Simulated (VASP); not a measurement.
Wanted: the native input for a VASP 6.6.1 run.

```yaml
Task: single point
Functional: PBEsol
Potentials_or_basis: VASP PAW PBE potentials, release 64 (Zn, O)
Cutoff: 520 eV
k_mesh: 9 × 9 × 6
Occupations: gaussian, width 0.01 eV
Spin: no spin polarisation
Dipole_correction: no
Further_INCAR_settings: ALGO = Normal; EDIFF = 1e-06; NBANDS = 26
```

The structure of ZnO (sol) lies in POSCAR:

```
ZnO
1.0
    3.2309096810      0.0000000000      0.0000000000
   -1.6154548405      2.7980498610      0.0000000000
    0.0000000000      0.0000000000      5.2156080124
Zn O
2 2
Direct
    0.3333333333      0.6666666667     -0.0438675049
    0.6666666667      0.3333333333      0.4561324951
    0.3333333333      0.6666666667      0.4258675049
    0.6666666667      0.3333333333      0.9258675049
```

These files were run (other wordings do the same):

INCAR

```
SYSTEM = ZnO
PREC     = Accurate       ! precision mode
ENCUT    = 520            ! plane-wave cutoff, eV
EDIFF    = 1E-6           ! SCF threshold, eV
ISMEAR   = 0              ! smearing method
SIGMA    = 0.01           ! smearing width, eV
LREAL    = .False.        ! projectors in reciprocal space
LASPH    = .True.         ! aspherical terms in the spheres
NELM     = 60             ! most SCF steps
ALGO     = Normal         ! electronic algorithm
ISIF     = 2              ! what is computed and relaxed
LWAVE    = .False.        ! write WAVECAR
LCHARG   = .True.         ! write CHGCAR
GGA      = PS             ! functional
LELF     = .True.         ! ELF
LVHAR    = .True.       
NBANDS   = 26             ! bands
```

KPOINTS

```
regular mesh
0
Gamma
  9 9 6
  0 0 0
```

Potentials or basis: VASP PAW PBE potentials, release 64 (Zn, O).

Launch:

```bash
$ cat potpaw_PBE.64/Zn/POTCAR potpaw_PBE.64/O/POTCAR > POTCAR
$ mpirun -np 1 vasp_std > vasp.out
```

It gave:

- Pressure: 7.5 GPa
- Largest force: 0.388 eV/Å
- Band gap on the k mesh: 0.81 eV, direct

Caveat: the PAW data sets were made with another functional, which shifts forces and pressure a little.

Wall time 38 s on 1 thread of Intel(R) Xeon(R) Platinum 8488C (Sapphire Rapids), on a shared host, peak memory 0.18 GiB.
